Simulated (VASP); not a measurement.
# Zn in VASP: single point with PBE

Aim: the single point of Zn with PBE.

Program: VASP 6.6.1. These are calculated values, not measurements. Logs are shortened: lines on timing, memory, paths and dates and some standing lists are left out, and cuts for length are marked.

**1. The cell of the first run**

The cell holds a slab with vacuum, 3 atoms: a = 2.636 Å, b = 2.636 Å, c = 21.093 Å, α = 90.00°, β = 90.00°, γ = 120.00°.

**2. Single point, PBE**

Input file POSCAR:

```
Zn
1.0
    2.6356265346      0.0000000000      0.0000000000
   -1.3178132673      2.2825195338      0.0000000000
    0.0000000000      0.0000000000     21.0925000000
Zn
3
Direct
    0.0000000000      0.0000000000      0.3792808542
    0.3333333340      0.6666666660      0.5000000000
    0.0000000000      0.0000000000      0.6207191458
```

Input file INCAR.step1:

```
PREC     = Accurate       # precision mode
ENCUT    = 520            # plane-wave cutoff, eV
EDIFF    = 1E-7           # SCF threshold, eV
ISMEAR   = -1             # smearing method
SIGMA    = 0.08           # smearing width, eV
LREAL    = False          # projectors in reciprocal space
LASPH    = True           # aspherical terms in the spheres
NELM     = 100            # most SCF steps
ALGO     = Normal         # electronic algorithm
ISIF     = 2              # what is computed and relaxed
LWAVE    = False          # write WAVECAR
LCHARG   = True           # write CHGCAR
LDIPOL   = True         
IDIPOL   = 3            
DIPOL    = 0.5 0.5 0.500
GGA      = PE             # functional
NBANDS   = 25             # bands
```

Input file KPOINTS.step1:

```
regular mesh
0
Gamma
  16 16 1
```

Input file INCAR.step2:

```
PREC     = Accurate       # precision mode
ENCUT    = 520            # plane-wave cutoff, eV
EDIFF    = 1E-7           # SCF threshold, eV
ISMEAR   = -5             # smearing method
SIGMA    = 0.08           # smearing width, eV
LREAL    = False          # projectors in reciprocal space
LASPH    = True           # aspherical terms in the spheres
NELM     = 100            # most SCF steps
ALGO     = Normal         # electronic algorithm
ISIF     = 2              # what is computed and relaxed
LWAVE    = False          # write WAVECAR
LCHARG   = False          # write CHGCAR
LDIPOL   = True         
IDIPOL   = 3            
DIPOL    = 0.5 0.5 0.500
GGA      = PE             # functional
LORBIT   = 10             # projections on sites
NBANDS   = 25             # bands
NEDOS    = 2001           # points of the DOS
ICHARG   = 11             # starting density
```

Input file KPOINTS.step2:

```
regular mesh
0
Gamma
  24 24 1
```

Potentials or basis: VASP PAW PBE potentials, release 64 (Zn).

On the command line:

```console
$ cat potpaw_PBE.64/Zn/POTCAR > POTCAR
$ cp INCAR.step1 INCAR
$ cp KPOINTS.step1 KPOINTS
$ mpirun -np 1 vasp_std > vasp.out
$ cp INCAR.step2 INCAR
$ cp KPOINTS.step2 KPOINTS
$ mpirun -np 1 vasp_std > vasp.out
```

OUTCAR:

```text
PREC = Accurate
   ENCUT = 520
   EDIFF = 1E-7
   ISMEAR = -5
   LREAL = False
   LASPH = True
   NELM = 100
   ISIF = 2
   GGA = PE
   LORBIT = 10
   ICHARG = 11

 ion  position               nearest neighbor table
   1  0.000  0.000  0.379-   2 2.97   2 2.97   2 2.97
   2  0.333  0.667  0.500-   1 2.97   3 2.97   1 2.97   3 2.97   1 2.97   3 2.97
   3  0.000  0.000  0.621-   2 2.97   2 2.97   2 2.97

  LATTYP: Found a hexagonal cell.
 ALAT       =     2.6356265346
 C/A-ratio  =     8.0028409652

  Lattice vectors:

 A1 = (   2.6356265346,   0.0000000000,   0.0000000000)
 A2 = (  -1.3178132673,   2.2825195338,   0.0000000000)
 A3 = (   0.0000000000,   0.0000000000,  21.0925000000)

Analysis of symmetry for initial positions (statically):
=====================================================================
 Subroutine PRICEL returns:
 Original cell was already a primitive cell.

 Routine SETGRP: Setting up the symmetry group for a
 hexagonal supercell.

 Subroutine GETGRP returns: Found 12 space group operations
 (whereof 12 operations were pure point group operations)
 out of a pool of 24 trial point group operations.

The static configuration has the point symmetry D_3h.

Analysis of symmetry for dynamics (positions and initial velocities):
=====================================================================
 Subroutine PRICEL returns:
 Original cell was already a primitive cell.

 Routine SETGRP: Setting up the symmetry group for a
 hexagonal supercell.

 Subroutine GETGRP returns: Found 12 space group operations
 (whereof 12 operations were pure point group operations)
 out of a pool of 24 trial point group operations.

The dynamic configuration has the point symmetry D_3h.

 Subroutine INISYM returns: Found 12 space group operations
 (whereof 12 operations are pure point group operations),
 and found     1 'primitive' translations

----------------------------------------------------------------------------------------

                                     Primitive cell

  volume of cell :     126.8897

  direct lattice vectors                    reciprocal lattice vectors
     2.635626535  0.000000000  0.000000000     0.379416426  0.219056176  0.000000000
    -1.317813267  2.282519534  0.000000000     0.000000000  0.438112351  0.000000000
     0.000000000  0.000000000 21.092500000     0.000000000  0.000000000  0.047410217

[... 97 lines left out ...]
   PSTRESS=    0.0 pullay stress
   NELECT =      36.0000    total number of electrons
   NUPDOWN=      -1.0000    fix difference up-down
   EMIN   =  10.00;   EMAX   =-10.00  energy-range for DOS
   EFERMI =   0.00;   METHOD = LEGACY
   ISMEAR =    -5;   SIGMA  =   0.08  broadening in eV -4-tet -1-fermi 0-gaus
   EFERMI_NEDOS =   21; number of points for ismear=-14 and -15
   IALGO  =     38    algorithm
   IMIX   =      4    mixing-type and parameters
     AMIX     =   0.40;   BMIX     =  1.00
     AMIX_MAG =   1.60;   BMIX_MAG =  1.00
  volume/ion in A,a.u.               =      42.30       285.43
  Fermi-wavevector in a.u.,A,eV,Ry     =   1.075722  2.032820 15.744370  1.157179
  Thomas-Fermi vector in A             =   2.211587
   LORBIT       =     10    0 simple, 1 ext, 2 COOP (PROOUT), +10 PAW based schemes
   GGA     = PE    functional components
   LHFCALC =     F    Hartree Fock is set to
   AEXX    =    0.0000 exact exchange contribution
   IVDW    =     0    specifies the selected vdW correction
   LEPSILON=     F    determine dielectric tensor
   LRPA    =     F    only Hartree local field effects (RPA)
 non-spin polarized calculation
 Fermi weights with tetrahedron method with Bloechl corrections
  energy-cutoff  :      520.00
  volume of cell :      126.89
 maximum number of plane-waves:      3471
 NGX is ok and might be reduce to    20

 number of electron      35.9999971 magnetization

 dipolmoment           0.000000      0.000000     -0.000000 electrons x Angstroem

 Free energy of the ion-electron system (eV)
  ---------------------------------------------------
  ext. energy  EPLUGINS =         0.00000000
  ---------------------------------------------------
  free energy    TOTEN  =        -3.09793594 eV

  energy without entropy =       -3.09793594  energy(sigma->0) =       -3.09793594

 E-fermi :  -1.5951     XC(G=0):  -4.9098

 val. band max:       -1.5790162031   @ k =   0.3750   0.2083   0.0000
 cond. band min:      -1.6015246077   @ k =   0.3750   0.2500   0.0000
 fundamental gap:     -0.0225084046
 Fermi energy:        -1.5950744818

 k-point     1 :       0.0000    0.0000    0.0000
  band No.  band energies     occupation
      1     -11.3099      2.00000
      2     -10.2943      2.00000
      3     -10.0448      2.00000
      4      -9.2861      2.00000
      5      -9.1211      2.00000
      6      -9.1211      2.00000
[... 661 lines left out ...]
     24       6.0838      0.00000
     25       7.9585      0.00000

 [... further k-points ...]

------------------------ aborting loop because EDIFF is reached ----------------------------------------

 vacuum level on the upper side and lower side of the slab       (xc-potential included)        -0.057        -0.057

  FORCE on cell =-STRESS in cart. coord.  units (eV):
  Direction    XX          YY          ZZ          XY          YZ          ZX
  --------------------------------------------------------------------------------------
  -------------------------------------------------------------------------------------
  Total       -0.9817048     -0.9817048     -0.2191458      0.0000000      0.0000000     -0.0000000
  in kB      -12.3955286    -12.3955286     -2.7670525      0.0000000      0.0000000     -0.0000000
  external PRESSURE =      -9.1860366 kB  Pullay stress =       0.0000000 kB

 VOLUME and BASIS-vectors are now :
 -----------------------------------------------------------------------------
  energy-cutoff  :      520.00
  volume of cell :      126.89
      direct lattice vectors                 reciprocal lattice vectors
     2.635626535  0.000000000  0.000000000     0.379416426  0.219056176  0.000000000
    -1.317813267  2.282519534  0.000000000     0.000000000  0.438112351  0.000000000
     0.000000000  0.000000000 21.092500000     0.000000000  0.000000000  0.047410217

 POSITION                                       TOTAL-FORCE (eV/Angst)
 -----------------------------------------------------------------------------------
      0.00000      0.00000      7.99998        -0.000000      0.000000      0.018563
      0.00000      1.52168     10.54625         0.000000     -0.000000      0.000000
      0.00000      0.00000     13.09252        -0.000000      0.000000     -0.018563
 -----------------------------------------------------------------------------------
    total drift:                                0.004202     -0.002426     -0.000000

  FREE ENERGIE OF THE ION-ELECTRON SYSTEM (eV)
  ---------------------------------------------------
  free  energy   TOTEN  =        -3.0979359355 eV

  energy  without entropy=       -3.0979359355  energy(sigma->0) =       -3.09793594

 vacuum level on the upper side and lower side of the slab         2.499         2.499

 total charge

# of ion       s       p       d       tot
------------------------------------------
    1        0.608   0.415   9.714  10.736
    2        0.601   0.453   9.717  10.771
    3        0.608   0.415   9.714  10.736
--------------------------------------------------
tot          1.816   1.282  29.145  32.243
```

OSZICAR.step1:

```text
N       E                     dE             d eps       ncg     rms          rms(c)
DAV:   1     0.200125558484E+03    0.20013E+03   -0.17340E+04  1500   0.160E+03
DAV:   2     0.105070032290E+02   -0.18962E+03   -0.18568E+03  1565   0.334E+02
DAV:   3    -0.320988052497E+01   -0.13717E+02   -0.13670E+02  1738   0.107E+02
[... 14 lines left out ...]
DAV:  18    -0.309284307194E+01   -0.12402E-05   -0.77602E-08  1198   0.105E-02    0.514E-04
DAV:  19    -0.309284607217E+01   -0.30002E-05   -0.10012E-07  1118   0.111E-03    0.275E-04
DAV:  20    -0.309284730909E+01   -0.12369E-05   -0.49624E-08  1038   0.625E-03    0.287E-04
DAV:  21    -0.309284789990E+01   -0.59081E-06   -0.28789E-08  1045   0.319E-03    0.734E-05
DAV:  22    -0.309284799836E+01   -0.98464E-07   -0.27682E-09  1063   0.848E-04
   1 F= -.30928480E+01 E0= -.30809125E+01  d E =-.238711E-01
```

It took 7.7 min on 1 thread of Intel Xeon 8259CL, shared host; peak memory 0.29 GiB.

Results:

* Valence electrons inside the program's atomic spheres: Zn 10.74, 10.77 (each value once)
